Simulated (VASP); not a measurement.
Mg3CdSe2O2, 8 atoms in the cell. Symmetry: P-4m2, No. 115, tetragonal system. The conventional cell has a = 3.890 Å, b = 3.890 Å, c = 9.814 Å, α = 90.00°, β = 90.00°, γ = 90.00°. Mg (site symmetry -4m2) has 4 O at 2.04 Å within 2.7 Å. Within 2.8 Å of Mg (site symmetry 2mm) lie 2 O at 2.14 Å and 2 Se at 2.55 Å. Within 3.5 Å of Cd (site symmetry -4m2) lie 4 Se at 2.63 Å. Se (site symmetry 2mm) has 2 Mg at 2.55 Å and 2 Cd at 2.63 Å within 3.4 Å. O (site symmetry 2mm) has 4 Mg at 2.04 to 2.14 Å within 2.7 Å. 

| Property | Result |
| --- | --- |
| Program | VASP 6.6.1 |
| Task | single point |
| Functional | PBE |
| Potentials or basis | VASP PAW PBE potentials, release 64 (Mg, Cd, Se, O) |
| Cutoff | 520 eV |
| k mesh | 8 × 8 × 4 |
| Occupations | gaussian, width 0.02 eV |
| Spin | no spin polarisation |
| Dipole correction | no |
| Further INCAR settings | ALGO = Normal; EDIFF = 1e-07; NBANDS = 31 |

Potentials or basis: VASP PAW PBE potentials, release 64 (Mg, Cd, Se, O).

The run is started by

```sh
$ cat potpaw_PBE.64/Mg/POTCAR potpaw_PBE.64/Cd/POTCAR potpaw_PBE.64/Se/POTCAR potpaw_PBE.64/O/POTCAR > POTCAR
$ mpirun -np 1 vasp_std > vasp.out
```

Hardware: 1 thread of Intel(R) Xeon(R) 6975P-C (Granite Rapids) (shared host).

How long does it take, and how much memory?

It took 2.7 min on 1 thread of Intel(R) Xeon(R) 6975P-C (Granite Rapids) (shared host), peak memory 0.4 GiB. Counts: scf iterations 16, k points 45.
